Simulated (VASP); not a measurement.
Wanted: the native input for a VASP 6.6.1 run.

| Item | Value |
| --- | --- |
| Task | single point |
| Functional | PBE |
| Potentials or basis | VASP PAW PBE potentials, release 64 (La) |
| Cutoff | 520 eV |
| k mesh | 12 × 12 × 12 |
| Occupations | fermi-dirac, width 0.05 eV |
| Spin | no spin polarisation |
| Dipole correction | no |
| Further INCAR settings | ALGO = Normal; EDIFF = 1e-06; NBANDS = 18 |

The structure of La lies in POSCAR:

```
La
1.0
    0.0000000000      2.8743102135      2.8743102135
    2.8743102135      0.0000000000      2.8743102135
    2.8743102135      2.8743102135      0.0000000000
La
2
Direct
   -0.1250000000     -0.1250000000     -0.1250000000
    0.1250000000      0.1250000000      0.1250000000
```

The input as run:

INCAR

```
PREC = Accurate ; ENCUT = 520
EDIFF = 1E-6 ; ISMEAR = -1
SIGMA = 0.05 ; LREAL = F
LASPH = T ; NELM = 60
ALGO = Normal ; ISIF = 2
LWAVE = F ; LCHARG = F
GGA = PE ; NBANDS = 18
```

KPOINTS

```
regular mesh
0
Gamma
  12 12 12
```

Potentials or basis: VASP PAW PBE potentials, release 64 (La).

Launch:

```console
$ cat potpaw_PBE.64/La/POTCAR > POTCAR
$ mpirun -np 1 vasp_std > vasp.out
```

Results of the run:

| Property | Result |
| --- | --- |
| Pressure | 64.7 GPa |
| Band gap on the k mesh | zero (band 11 reaches 12.20 eV, above the bottom of band 12 at 11.94 eV) |

Caveat: spin-orbit coupling is left out, which moves the levels of the heavy elements.

Run time: 37 s on 1 thread of Intel(R) Xeon(R) 6975P-C (Granite Rapids), on a shared host, peak memory 0.21 GiB.
